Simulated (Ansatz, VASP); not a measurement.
Hf: VASP beside Ansatz

Contents of INCAR:

```
PREC     = Accurate       # precision mode
ENCUT    = 400            # plane-wave cutoff, eV
EDIFF    = 1E-6           # SCF threshold, eV
ISMEAR   = 1              # smearing method
SIGMA    = 0.1            # smearing width, eV
LREAL    = False          # projectors in reciprocal space
LASPH    = True           # aspherical terms in the spheres
NELM     = 120            # most SCF steps
ALGO     = Normal         # electronic algorithm
ISIF     = 2              # what is computed and relaxed
LWAVE    = False          # write WAVECAR
LCHARG   = False          # write CHGCAR
LDIPOL   = True         
IDIPOL   = 3            
DIPOL    = 0.5 0.5 0.433
GGA      = PE             # functional
IVDW     = 12             # dispersion correction
NBANDS   = 22             # bands
GGA_COMPAT= False        
NELMDL   = -8
```

File KPOINTS:

```
regular mesh
0
Gamma
  12 12 1
```

POSCAR

```
Hf
1.0
    3.0912747273      0.0000000000      0.0000000000
   -1.5456373637      2.6771224439      0.0000000000
    0.0000000000      0.0000000000     21.9067976069
Hf
3
Direct
    0.6666666667      0.3333333333      0.3195355216
    0.3333333333      0.6666666667      0.4303844433
    0.6666666667      0.3333333333      0.5488917916
```

Input for Ansatz:

```yaml
crystal:
  lattice:
    - [3.0912747273, 0.0, 0.0]
    - [-1.5456373637, 2.6771224439, 0.0]
    - [0.0, 0.0, 21.9067976069]
  atoms:
    - { symbol: Hf, position: [0.6666666667, 0.3333333333, 0.3195355216] }
    - { symbol: Hf, position: [0.3333333333, 0.6666666667, 0.4303844433] }
    - { symbol: Hf, position: [0.6666666667, 0.3333333333, 0.5488917916] }
basis:
  ecutwfc: 420
kpoints:
  mp_grid: { grid: [12, 12, 1] }
hamiltonian:
  xc: pbe
  dispersion: d3bj
  pseudopotentials: { kind: paw, azcp: { folder: soft_1 } }
scf:
  occupations: { method: methfessel_paxton, width: 0.1 }
  n_extra_bands: 7
  max_iter: 160
output:
  forces: true
  eigenvalues: true
  write_density: true
  write_potential: true
  elf: true
  volumetric_format: npy
efield:
  axis: 3
  dipole_correction: true
```

Alike in both runs: task single point; functional PBE; dispersion D3(BJ); k mesh 12 × 12 × 1; occupations methfessel-paxton of order 1, width 0.1 eV; no spin polarisation.

|  | VASP | Ansatz |
| --- | --- | --- |
| version | VASP 6.6.1 | Ansatz 0.2.0 |
| potentials or method | VASP PAW PBE potentials, release 64 (Hf_pv), cutoff 400 eV | scalar-relativistic, plane waves, PAW |
| valence electrons in the cell | 30 | 78 |

|  | VASP | Ansatz | Ansatz less VASP |
| --- | --- | --- | --- |
| gap on the k mesh at the Fermi level (eV) | none | none | - |
| rms of the force components (eV/Å) | 0.193 | 0.194 | +0.0013 |

Atom by atom the forces differ by 0.019 eV/Å (rms over components). A gap of «none» marks a metal or a gap that the smearing closes. VASP's potentials hold 30 valence electrons a cell and Ansatz's 78, so a difference there can come from the potentials and not from the codes. Ansatz's warnings: xc potential rough in thin density.

Neither program's run includes spin-orbit coupling.
